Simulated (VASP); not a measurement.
# HC18 in VASP: single point with PBEsol

Aim: the single point of HC18 with PBEsol.

Program: VASP 6.6.1. These are calculated values, not measurements. Logs are shortened: lines on timing, memory, paths and dates and some standing lists are left out, and cuts for length are marked.

## (1) The cell of the first run

The cell holds a slab with vacuum, 19 atoms: a = 7.398 Å, b = 7.398 Å, c = 12.000 Å, α = 90.00°, β = 90.00°, γ = 120.00°.

## (2) Single point, PBEsol, collinear spin, zero start

INCAR reads:

```
SYSTEM = HC18
  PREC = Accurate
  ENCUT = 520
  EDIFF = 1E-7
  ISMEAR = 0
  SIGMA = 0.02
  LREAL = Auto
  LASPH = .True.
  NELM = 150
  ALGO = Normal
  ISIF = 2
  LWAVE = .False.
  LCHARG = .False.
  ISPIN = 2
  MAGMOM = 0 0 0 0 0 0 0 0 0 0 0 0 0 0 0 0 0 0 0
  LORBIT = 11
  GGA = PS
  NBANDS = 56
```

KPOINTS reads:

```
regular mesh
0
Gamma
  2 2 1
  0 0 0
```

POSCAR reads:

```
HC18
1.0
    7.3980000000      0.0000000000      0.0000000000
   -3.6990000000      6.4068560000      0.0000000000
    0.0000000000      0.0000000000     12.0000000000
C H
18 1
Direct
   -0.0042657378     -0.0007888425      0.0805222500
    0.2187286549      0.1097430627      0.0811405000
   -0.0042669052      0.3311596203      0.0805226667
    0.2187283317      0.4436221136      0.0811392500
   -0.0033128831      0.6656626901      0.1015240000
    0.2244077694      0.7795197832      0.0834382500
    0.3311900917     -0.0007904033      0.0805271667
    0.5526110332      0.1097386924      0.0781465833
    0.3300210429      0.3323294608      0.0808223333
    0.5526075454      0.4436219575      0.0811415833
    0.3311904282      0.6666171364      0.0805249167
    0.5526110100      0.7775091246      0.0781439167
    0.6633541942     -0.0010042367      0.0778114167
    0.8848400711      0.1097385363      0.0781421667
    0.6631406012      0.3311600885      0.0805270833
    0.8828309002      0.4379424167      0.0834355000
    0.6631395409      0.6666161999      0.0805244167
    0.8828266776      0.7795219683      0.0834320000
    0.9966841808      0.6656662800      0.1960333333
```

Potentials or basis: VASP PAW PBE potentials, release 64 (C, H).

Started as:

```console
> cat potpaw_PBE.64/C/POTCAR potpaw_PBE.64/H/POTCAR > POTCAR
> mpirun -np 1 vasp_std > vasp.out
```

OUTCAR:

```text
SYSTEM = HC18
   PREC = Accurate
   ENCUT = 520
   EDIFF = 1E-7
   ISMEAR = 0
   LREAL = Auto
   LASPH = .True.
   NELM = 150
   ISIF = 2
   ISPIN = 2
   LORBIT = 11
   GGA = PS

 ion  position               nearest neighbor table
   1  0.996  0.999  0.081-  18 1.41  14 1.42   2 1.43
   2  0.219  0.110  0.081-   9 1.43   1 1.43   7 1.43
   3  0.996  0.331  0.081-  16 1.41  14 1.42   4 1.43
   4  0.219  0.444  0.081-   9 1.43  11 1.43   3 1.43
   5  0.997  0.666  0.102-  19 1.13   6 1.48  16 1.48  18 1.48
   6  0.224  0.780  0.083-  11 1.41   7 1.41   5 1.48
   7  0.331  0.999  0.081-   6 1.41   8 1.42   2 1.43
   8  0.553  0.110  0.078-   7 1.42  15 1.42  13 1.42
   9  0.330  0.332  0.081-   4 1.43   2 1.43  10 1.43
  10  0.553  0.444  0.081-   9 1.43  17 1.43  15 1.43
  11  0.331  0.667  0.081-   6 1.41  12 1.42   4 1.43
  12  0.553  0.778  0.078-  11 1.42  17 1.42  13 1.42
  13  0.663  0.999  0.078-  14 1.42   8 1.42  12 1.42
  14  0.885  0.110  0.078-   3 1.42   1 1.42  13 1.42
  15  0.663  0.331  0.081-  16 1.41   8 1.42  10 1.43
  16  0.883  0.438  0.083-   3 1.41  15 1.41   5 1.48
  17  0.663  0.667  0.081-  18 1.41  12 1.42  10 1.43
  18  0.883  0.780  0.083-  17 1.41   1 1.41   5 1.48
  19  0.997  0.666  0.196-   5 1.13

  LATTYP: Found a hexagonal cell.
 ALAT       =     7.3980000000
 C/A-ratio  =     1.6220600162

  Lattice vectors:

 A1 = (   7.3980000000,   0.0000000000,   0.0000000000)
 A2 = (  -3.6990000000,   6.4068560000,   0.0000000000)
 A3 = (   0.0000000000,   0.0000000000,  12.0000000000)

Analysis of symmetry for initial positions (statically):
=====================================================================
 Subroutine PRICEL returns:
 Original cell was already a primitive cell.

 Routine SETGRP: Setting up the symmetry group for a
 hexagonal supercell.

 Subroutine GETGRP returns: Found  2 space group operations
 (whereof  1 operations were pure point group operations)
 out of a pool of 24 trial point group operations.

The static configuration has the point symmetry C_1 .
 The point group associated with its full space group is C_1h.

Analysis of symmetry for dynamics (positions and initial velocities):
=====================================================================
 Subroutine PRICEL returns:
 Original cell was already a primitive cell.

 Routine SETGRP: Setting up the symmetry group for a
 hexagonal supercell.

 Subroutine GETGRP returns: Found  2 space group operations
 (whereof  1 operations were pure point group operations)
 out of a pool of 24 trial point group operations.

The dynamic configuration has the point symmetry C_1 .
 The point group associated with its full space group is C_1h.

Analysis of structural, dynamic, and magnetic symmetry:
=====================================================================
 Subroutine PRICEL returns:
 Original cell was already a primitive cell.

 Routine SETGRP: Setting up the symmetry group for a
 hexagonal supercell.

 Subroutine GETGRP returns: Found  2 space group operations
 (whereof  1 operations were pure point group operations)
 out of a pool of 24 trial point group operations.

The overall configuration has the point symmetry C_1 .
 The point group associated with its full space group is C_1h.

 Subroutine INISYM returns: Found  2 space group operations
 (whereof  1 operations are pure point group operations),
 and found     1 'primitive' translations

----------------------------------------------------------------------------------------

                                     Primitive cell

  volume of cell :     568.7750

  direct lattice vectors                    reciprocal lattice vectors
     7.398000000  0.000000000  0.000000000     0.135171668  0.078041398  0.000000000
    -3.699000000  6.406856000  0.000000000     0.000000000  0.156082796  0.000000000
     0.000000000  0.000000000 12.000000000     0.000000000  0.000000000  0.083333333

  length of vectors
     7.398000000  7.398000054 12.000000000     0.156082797  0.156082796  0.083333333

  position of ions in fractional coordinates (direct lattice)
     0.995734262  0.999211157  0.080522250
     0.218728655  0.109743063  0.081140500
     0.995733095  0.331159620  0.080522667
     0.218728332  0.443622114  0.081139250
[... 75 lines left out ...]
   NGX,Y,Z   is equivalent  to a cutoff of  12.58, 12.58, 12.47 a.u.
   NGXF,Y,Z  is equivalent  to a cutoff of  25.17, 25.17, 24.94 a.u.
 SYSTEM =  HC18
   PREC   = accura    normal or accurate (medium, high low for compatibility)
   ISTART =      0    job   : 0-new  1-cont  2-samecut
   ICHARG =      2    charge: 1-file 2-atom 10-const
   ISPIN  =      2    spin polarized calculation?
   LNONCOLLINEAR =      F non collinear calculations
   LSORBIT =      F    spin-orbit coupling
   LASPH  =      T    aspherical Exc in radial PAW
   ENCUT  =  520.0 eV  38.22 Ry    6.18 a.u.  13.76 13.76 22.31*2*pi/ulx,y,z
   NELM   =    150;   NELMIN=  2; NELMDL= -5     # of ELM steps
   EDIFF  = 0.1E-06   stopping-criterion for ELM
   LREAL  =      T    real-space projection
   EDIFFG = 0.1E-05   stopping-criterion for IOM
   NSW    =      0    number of steps for IOM
   IBRION =     -1    ionic relax: 0-MD 1-quasi-New 2-CG
   NFREE  =      0    steps in history (QN), initial steepest desc. (CG)
   ISIF   =      2    stress and relaxation
   ISYM   =      2    0-nonsym 1-usesym 2-fastsym
   POTIM  = 0.5000    time-step for ionic-motion
   TEBEG  =    0.0;   TEEND  =   0.0 temperature during run
   PSTRESS=    0.0 pullay stress
   NELECT =      73.0000    total number of electrons
   NUPDOWN=      -1.0000    fix difference up-down
   EMIN   =  10.00;   EMAX   =-10.00  energy-range for DOS
   EFERMI =   0.00;   METHOD = LEGACY
   ISMEAR =     0;   SIGMA  =   0.02  broadening in eV -4-tet -1-fermi 0-gaus
   EFERMI_NEDOS =   21; number of points for ismear=-14 and -15
   IALGO  =     38    algorithm
   IMIX   =      4    mixing-type and parameters
     AMIX     =   0.40;   BMIX     =  1.00
     AMIX_MAG =   1.60;   BMIX_MAG =  1.00
  volume/ion in A,a.u.               =      29.94       202.01
  Fermi-wavevector in a.u.,A,eV,Ry     =   0.825789  1.560514  9.278180  0.681927
  Thomas-Fermi vector in A             =   1.937708
   LORBIT       =     11    0 simple, 1 ext, 2 COOP (PROOUT), +10 PAW based schemes
   GGA     = PS    functional components
   LHFCALC =     F    Hartree Fock is set to
   AEXX    =    0.0000 exact exchange contribution
   IVDW    =     0    specifies the selected vdW correction
   LEPSILON=     F    determine dielectric tensor
   LRPA    =     F    only Hartree local field effects (RPA)
 spin polarized calculation
 Gauss-broadening in eV      SIGMA  =   0.02
  energy-cutoff  :      520.00
  volume of cell :      568.78
 maximum number of plane-waves:     15363
 NGX is ok and might be reduce to    56
   NGX = 27   NGY = 27   NGZ = 45

 number of electron      73.0000002 magnetization      -0.0000000

 number of electron      73.0000002 magnetization       0.0000000

 Free energy of the ion-electron system (eV)
  ---------------------------------------------------
  ext. energy  EPLUGINS =         0.00000000
  ---------------------------------------------------
  free energy    TOTEN  =      -175.13145019 eV

  energy without entropy =     -175.13145008  energy(sigma->0) =     -175.13145014

 E-fermi :  -1.4931     XC(G=0):  -3.6154

 val. band max:       -1.5588690488   @ k =   0.0000   0.0000   0.0000
 cond. band min:      -1.4242188504   @ k =   0.5000   0.5000   0.0000
 fundamental gap:      0.1346501984
 Fermi energy:        -1.4931107712

 spin component 1

 k-point     1 :       0.0000    0.0000    0.0000
  band No.  band energies     occupation
      1     -21.1609      1.00000
      2     -18.8369      1.00000
      3     -18.5792      1.00000
      4     -18.5791      1.00000
      5     -18.4628      1.00000
      6     -18.4502      1.00000
[... 142 lines left out ...]
     47       4.1267      0.00000
     48       4.2690      0.00000
 Fermi energy:        -1.4931107712

 spin component 2

 k-point     1 :       0.0000    0.0000    0.0000
  band No.  band energies     occupation
      1     -21.1609      1.00000
      2     -18.8369      1.00000
      3     -18.5792      1.00000
      4     -18.5791      1.00000
      5     -18.4628      1.00000
      6     -18.4502      1.00000
[... 142 lines left out ...]
     47       4.1267      0.00000
     48       4.2691      0.00000
 [bands above 48 left out]

------------------------ aborting loop because EDIFF is reached ----------------------------------------

  FORCE on cell =-STRESS in cart. coord.  units (eV):
  Direction    XX          YY          ZZ          XY          YZ          ZX
  --------------------------------------------------------------------------------------
  -------------------------------------------------------------------------------------
  Total        1.7559955      1.7495996     -0.0859747     -0.0055391      0.0012662     -0.0021932
  in kB        4.9464480      4.9284313     -0.2421815     -0.0156030      0.0035667     -0.0061780
  external PRESSURE =       3.2108993 kB  Pullay stress =       0.0000000 kB

 VOLUME and BASIS-vectors are now :
 -----------------------------------------------------------------------------
  energy-cutoff  :      520.00
  volume of cell :      568.78
      direct lattice vectors                 reciprocal lattice vectors
     7.398000000  0.000000000  0.000000000     0.135171668  0.078041398  0.000000000
    -3.699000000  6.406856000  0.000000000     0.000000000  0.156082796  0.000000000
     0.000000000  0.000000000 12.000000000     0.000000000  0.000000000  0.083333333

 POSITION                                       TOTAL-FORCE (eV/Angst)
 -----------------------------------------------------------------------------------
      3.67036      6.40180      0.96627         0.004445      0.002490      0.000027
      1.21222      0.70311      0.97369         0.000277     -0.004441      0.003347
      6.14147      2.12169      0.96627         0.002926      0.008995     -0.000365
     -0.02281      2.84222      0.97367        -0.006622      0.003823      0.000591
      4.91121      4.26481      1.21829         0.001124     -0.000649     -0.020719
     -1.22328      4.99427      1.00126         0.000476     -0.008402     -0.006170
[... 11 lines left out ...]
      3.64770      4.99428      1.00118         0.009755     -0.005632     -0.007870
      4.91117      4.26483      2.35240         0.000058     -0.000034      0.040232
 -----------------------------------------------------------------------------------
    total drift:                                0.000567      0.003559      0.045626

  FREE ENERGIE OF THE ION-ELECTRON SYSTEM (eV)
  ---------------------------------------------------
  free  energy   TOTEN  =      -175.1314501942 eV

  energy  without entropy=     -175.1314500777  energy(sigma->0) =     -175.13145014

 total charge

# of ion       s       p       d       tot
------------------------------------------
    1        0.857   1.801   0.000   2.658
    2        0.857   1.770   0.000   2.627
    3        0.857   1.801   0.000   2.659
    4        0.857   1.770   0.000   2.627
    5        0.839   1.818   0.000   2.656
    6        0.861   1.768   0.000   2.629
[... 11 lines left out ...]
   18        0.861   1.768   0.000   2.629
   19        0.569   0.042   0.000   0.610
--------------------------------------------------
tot         15.993  32.249   0.000  48.243

 magnetization (x)

# of ion       s       p       d       tot
------------------------------------------
    1       -0.000  -0.000   0.000  -0.000
    2        0.000  -0.000   0.000   0.000
    3       -0.000  -0.000   0.000  -0.000
    4        0.000   0.000   0.000   0.000
    5       -0.000   0.000   0.000   0.000
    6        0.000   0.000   0.000   0.000
[... 11 lines left out ...]
   18        0.000   0.000   0.000   0.000
   19       -0.000   0.000   0.000  -0.000
--------------------------------------------------
tot          0.000   0.000   0.000   0.000
```

Run time: 16 min. Hardware: 1 thread of Intel Xeon Platinum 8488C (Sapphire Rapids), shared host; peak memory 0.82 GiB.

What came out:

```yaml
Free_energy: -175.1315 eV
Largest_force: 0.040 eV/Å
Net_moment: 0.00 μB per cell
Valence_electrons_inside_the_program's_atomic_spheres: C 2.66, 2.63, 2.64, 2.65 (each value once); H 0.61
```

Forces on the atoms (eV/Å):
```
C    0.004  0.002  0.000
C    0.000 -0.004  0.003
C    0.003  0.009  0.000
C   -0.007  0.004  0.001
C    0.001 -0.001 -0.021
C    0.000 -0.008 -0.006
C   -0.005  0.006  0.002
C   -0.009  0.005 -0.002
C    0.003 -0.002  0.003
C    0.004  0.002  0.003
C   -0.006 -0.007  0.000
C   -0.004  0.001 -0.002
C    0.008 -0.005 -0.006
C   -0.003  0.003 -0.002
C   -0.008  0.002  0.002
C    0.008  0.004 -0.006
C    0.000 -0.005  0.000
C    0.010 -0.006 -0.008
H    0.000  0.000  0.040
```

Levels at points of the mesh, in eV from the Fermi level:
Spin up:
| k point | band 33 | band 34 | band 35 | band 36 | band 37 | band 38 | band 39 | band 40 |
| --- | --- | --- | --- | --- | --- | --- | --- | --- |
| (0.00, 0.00, 0.00) | -3.11 | -3.11 | -1.78 | -0.15 | -0.15 | -0.07 | 2.12 | 3.18 |
| (0.50, 0.00, 0.00) | -2.83 | -2.81 | -2.71 | -2.50 | 0.07 | 1.76 | 2.35 | 2.40 |
| (0.50, 0.50, 0.00) | -2.83 | -2.81 | -2.71 | -2.50 | 0.07 | 1.76 | 2.35 | 2.40 |
Spin down:
```tsv
k point	band 33	band 34	band 35	band 36	band 37	band 38	band 39	band 40
(0.00, 0.00, 0.00)	-3.11	-3.11	-1.78	-0.15	-0.15	-0.07	2.12	3.18
(0.50, 0.00, 0.00)	-2.83	-2.81	-2.71	-2.50	0.07	1.76	2.35	2.40
(0.50, 0.50, 0.00)	-2.83	-2.81	-2.71	-2.50	0.07	1.76	2.35	2.40
```

Caveat: the k points lie up to 0.49 Å⁻¹ apart; the PAW data sets were made with another functional, which shifts forces and pressure a little.
